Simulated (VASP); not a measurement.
# CoW3 (Pm-3m) in VASP: further runs, part 2 of 2

VASP 6.6.1. Earlier steps stand in the parts before.

### Step 3. Single point, PBEsol (strain -0.025 along x and y, -0.025 along z)

INCAR reads:

```
  PREC = Accurate
  ENCUT = 520
  EDIFF = 1E-6
  ISMEAR = 0
  SIGMA = 0.15
  LREAL = F
  LASPH = T
  NELM = 60
  ALGO = Fast
  ISIF = 2
  LWAVE = F
  LCHARG = F
  GGA = PS
  NBANDS = 34
```

KPOINTS reads:

```
Automatic mesh
0
Gamma
  12 12 12
```

POSCAR reads:

```
CoW3
1.0
    3.7617888524      0.0000000000      0.0000000000
    0.0000000000      3.7617888524      0.0000000000
    0.0000000000      0.0000000000      3.7617888524
Co W
1 3
Direct
    0.0000000000      0.0000000000      0.0000000000
    0.0000000000      0.5000000000      0.5000000000
    0.5000000000      0.0000000000      0.5000000000
    0.5000000000      0.5000000000      0.0000000000
```

Potentials or basis: VASP PAW PBE potentials, release 64 (Co, W_sv).

The run is started by

```bash
$ cat potpaw_PBE.64/Co/POTCAR potpaw_PBE.64/W_sv/POTCAR > POTCAR
$ mpirun -np 1 vasp_std > vasp.out
```

OUTCAR:

```text
PREC = Accurate
   ENCUT = 520
   EDIFF = 1E-6
   ISMEAR = 0
   LREAL = F
   LASPH = T
   NELM = 60
   ISIF = 2
   GGA = PS

 ion  position               nearest neighbor table
   1  0.000  0.000  0.000-   2 2.66   3 2.66   4 2.66   2 2.66   3 2.66   2 2.66   4 2.66   2 2.66
                             3 2.66   4 2.66   3 2.66   4 2.66
   2  0.000  0.500  0.500-   1 2.66   3 2.66   4 2.66   1 2.66   4 2.66   1 2.66   3 2.66   1 2.66
                             3 2.66   4 2.66   4 2.66   3 2.66
   3  0.500  0.000  0.500-   1 2.66   2 2.66   4 2.66   1 2.66   4 2.66   2 2.66   4 2.66   4 2.66
                             1 2.66   2 2.66   1 2.66   2 2.66
   4  0.500  0.500  0.000-   1 2.66   2 2.66   3 2.66   2 2.66   3 2.66   1 2.66   3 2.66   3 2.66
                             1 2.66   2 2.66   2 2.66   1 2.66

  LATTYP: Found a simple cubic cell.
 ALAT       =     3.7617888524

  Lattice vectors:

 A1 = (   3.7617888524,   0.0000000000,   0.0000000000)
 A2 = (   0.0000000000,   3.7617888524,   0.0000000000)
 A3 = (   0.0000000000,   0.0000000000,   3.7617888524)

Analysis of symmetry for initial positions (statically):
=====================================================================
 Subroutine PRICEL returns:
 Original cell was already a primitive cell.

 Routine SETGRP: Setting up the symmetry group for a
 simple cubic supercell.

 Subroutine GETGRP returns: Found 48 space group operations
 (whereof 48 operations were pure point group operations)
 out of a pool of 48 trial point group operations.

The static configuration has the point symmetry O_h .

Analysis of symmetry for dynamics (positions and initial velocities):
=====================================================================
 Subroutine PRICEL returns:
 Original cell was already a primitive cell.

 Routine SETGRP: Setting up the symmetry group for a
 simple cubic supercell.

 Subroutine GETGRP returns: Found 48 space group operations
 (whereof 48 operations were pure point group operations)
 out of a pool of 48 trial point group operations.

The dynamic configuration has the point symmetry O_h .

 Subroutine INISYM returns: Found 48 space group operations
 (whereof 48 operations are pure point group operations),
 and found     1 'primitive' translations

----------------------------------------------------------------------------------------

                                     Primitive cell

  volume of cell :      53.2333

  direct lattice vectors                    reciprocal lattice vectors
     3.761788852  0.000000000  0.000000000     0.265830975  0.000000000  0.000000000
     0.000000000  3.761788852  0.000000000     0.000000000  0.265830975  0.000000000
     0.000000000  0.000000000  3.761788852     0.000000000  0.000000000  0.265830975

  length of vectors
     3.761788852  3.761788852  3.761788852     0.265830975  0.265830975  0.265830975

  position of ions in fractional coordinates (direct lattice)
     0.000000000  0.000000000  0.000000000
     0.000000000  0.500000000  0.500000000
     0.500000000  0.000000000  0.500000000
     0.500000000  0.500000000  0.000000000

  ion indices of the primitive-cell ions
   primitive index   ion index
                 1           1
                 2           2
                 3           3
                 4           4

[... 29 lines left out ...]
  0.083333  0.000000  0.000000      6.000000
  0.166667  0.000000  0.000000      6.000000
  0.250000  0.000000  0.000000      6.000000
  0.333333  0.000000  0.000000      6.000000
  0.416667  0.000000  0.000000      6.000000
[... 16 lines left out ...]
  0.333333  0.333333  0.000000     12.000000
  0.416667  0.333333  0.000000     24.000000
 [... further k-points ...]
   k-points           NKPTS =     84   k-points in BZ     NKDIM =     84   number of bands    NBANDS=     34
   number of dos      NEDOS =    301   number of ions     NIONS =      4
   total plane-waves  NPLWV =  21952
   dimension x,y,z NGX =    28 NGY =   28 NGZ =   28
   dimension x,y,z NGXF=    56 NGYF=   56 NGZF=   56
   ions per type =               1   3
   NGX,Y,Z   is equivalent  to a cutoff of  12.37, 12.37, 12.37 a.u.
   NGXF,Y,Z  is equivalent  to a cutoff of  24.75, 24.75, 24.75 a.u.
 SYSTEM =  unknown system
   PREC   = accura    normal or accurate (medium, high low for compatibility)
   ISTART =      0    job   : 0-new  1-cont  2-samecut
   ICHARG =      2    charge: 1-file 2-atom 10-const
   ISPIN  =      1    spin polarized calculation?
   LNONCOLLINEAR =      F non collinear calculations
   LSORBIT =      F    spin-orbit coupling
   LASPH  =      T    aspherical Exc in radial PAW
   ENCUT  =  520.0 eV  38.22 Ry    6.18 a.u.   6.99  6.99  6.99*2*pi/ulx,y,z
   NELM   =     60;   NELMIN=  2; NELMDL= -5     # of ELM steps
   EDIFF  = 0.1E-05   stopping-criterion for ELM
   LREAL  =      F    real-space projection
   EDIFFG = 0.1E-04   stopping-criterion for IOM
   NSW    =      0    number of steps for IOM
   IBRION =     -1    ionic relax: 0-MD 1-quasi-New 2-CG
   NFREE  =      0    steps in history (QN), initial steepest desc. (CG)
   ISIF   =      2    stress and relaxation
   ISYM   =      2    0-nonsym 1-usesym 2-fastsym
   POTIM  = 0.5000    time-step for ionic-motion
   TEBEG  =    0.0;   TEEND  =   0.0 temperature during run
   PSTRESS=    0.0 pullay stress
   NELECT =      51.0000    total number of electrons
   NUPDOWN=      -1.0000    fix difference up-down
   EMIN   =  10.00;   EMAX   =-10.00  energy-range for DOS
   EFERMI =   0.00;   METHOD = LEGACY
   ISMEAR =     0;   SIGMA  =   0.15  broadening in eV -4-tet -1-fermi 0-gaus
   EFERMI_NEDOS =   21; number of points for ismear=-14 and -15
   IALGO  =     68    algorithm
   IMIX   =      4    mixing-type and parameters
     AMIX     =   0.40;   BMIX     =  1.00
     AMIX_MAG =   1.60;   BMIX_MAG =  1.00
  volume/ion in A,a.u.               =      13.31        89.81
  Fermi-wavevector in a.u.,A,eV,Ry     =   1.613877  3.049786 35.437727  2.604599
  Thomas-Fermi vector in A             =   2.708876
   LORBIT       =      0    0 simple, 1 ext, 2 COOP (PROOUT), +10 PAW based schemes
   GGA     = PS    functional components
   LHFCALC =     F    Hartree Fock is set to
   AEXX    =    0.0000 exact exchange contribution
   IVDW    =     0    specifies the selected vdW correction
   LEPSILON=     F    determine dielectric tensor
   LRPA    =     F    only Hartree local field effects (RPA)
 non-spin polarized calculation
 RMM-DIIS sequential band-by-band and
 Gauss-broadening in eV      SIGMA  =   0.15
  energy-cutoff  :      520.00
  volume of cell :       53.23
 maximum number of plane-waves:      1472
 NGX is ok and might be reduce to    28
   NGX = 13   NGY = 13   NGZ = 13

 number of electron      50.9999983 magnetization

 Free energy of the ion-electron system (eV)
  ---------------------------------------------------
  ext. energy  EPLUGINS =         0.00000000
  ---------------------------------------------------
  free energy    TOTEN  =       -47.80595501 eV

  energy without entropy =      -47.75785741  energy(sigma->0) =      -47.78190621

 E-fermi :  11.9346     XC(G=0): -14.2524

 val. band max:       11.9207944517   @ k =   0.4167   0.4167   0.0833
 cond. band min:      11.9370004414   @ k =   0.2500   0.2500   0.1667
 fundamental gap:      0.0162059897
 Fermi energy:        11.9345873288

 k-point     1 :       0.0000    0.0000    0.0000
  band No.  band energies     occupation
      1     -61.5488      2.00000
      2     -61.2873      2.00000
      3     -61.2873      2.00000
      4     -26.4974      2.00000
      5     -26.4974      2.00000
      6     -26.4974      2.00000
[... 877 lines left out ...]
     33      15.9647      0.00000
     34      16.7049      0.00000

 [... further k-points ...]

------------------------ aborting loop because EDIFF is reached ----------------------------------------

  FORCE on cell =-STRESS in cart. coord.  units (eV):
  Direction    XX          YY          ZZ          XY          YZ          ZX
  --------------------------------------------------------------------------------------
  -------------------------------------------------------------------------------------
  Total        9.1489260      9.1489260      9.1489260      0.0000000      0.0000000     -0.0000000
  in kB      275.3578429    275.3578429    275.3578429      0.0000000      0.0000000     -0.0000000
  external PRESSURE =     275.3578429 kB  Pullay stress =       0.0000000 kB

 VOLUME and BASIS-vectors are now :
 -----------------------------------------------------------------------------
  energy-cutoff  :      520.00
  volume of cell :       53.23
      direct lattice vectors                 reciprocal lattice vectors
     3.761788852  0.000000000  0.000000000     0.265830975  0.000000000  0.000000000
     0.000000000  3.761788852  0.000000000     0.000000000  0.265830975  0.000000000
     0.000000000  0.000000000  3.761788852     0.000000000  0.000000000  0.265830975

 POSITION                                       TOTAL-FORCE (eV/Angst)
 -----------------------------------------------------------------------------------
      0.00000      0.00000      0.00000         0.000000      0.000000      0.000000
      0.00000      1.88089      1.88089         0.000000      0.000000      0.000000
      1.88089      0.00000      1.88089         0.000000      0.000000      0.000000
      1.88089      1.88089      0.00000         0.000000      0.000000      0.000000
 -----------------------------------------------------------------------------------
    total drift:                                0.000000      0.000000      0.000000

  FREE ENERGIE OF THE ION-ELECTRON SYSTEM (eV)
  ---------------------------------------------------
  free  energy   TOTEN  =       -47.8059550075 eV

  energy  without entropy=      -47.7578574134  energy(sigma->0) =      -47.78190621
```

It took 1.7 min on 1 thread of AMD EPYC 9R45 (Zen 5), shared host; peak memory 0.22 GiB.

Results:

```yaml
Free_energy: -47.8060 eV
Pressure: 27.5 GPa
```

Levels at points of the mesh, in eV from the Fermi level:
| k point | band 22 | band 23 | band 24 | band 25 | band 26 | band 27 | band 28 | band 29 |
| --- | --- | --- | --- | --- | --- | --- | --- | --- |
| (0.00, 0.00, 0.00) | -1.26 | 0.47 | 0.47 | 3.32 | 3.32 | 3.32 | 3.56 | 3.56 |
| (0.50, 0.00, 0.00) | -2.14 | -1.17 | 0.05 | 0.30 | 0.30 | 0.69 | 1.12 | 2.04 |
| (0.50, 0.50, 0.00) | -2.23 | -2.23 | -2.06 | -1.10 | 0.64 | 0.64 | 1.05 | 1.05 |
| (0.50, 0.50, 0.50) | -1.00 | -1.00 | -1.00 | 0.70 | 0.70 | 0.70 | 1.67 | 2.81 |

Caveat: the cell differs from its parent crystal (strain -0.025 along x and y, -0.025 along z); the PAW data sets were made with another functional, which shifts forces and pressure a little; spin-orbit coupling is left out, which moves the levels of the heavy elements.
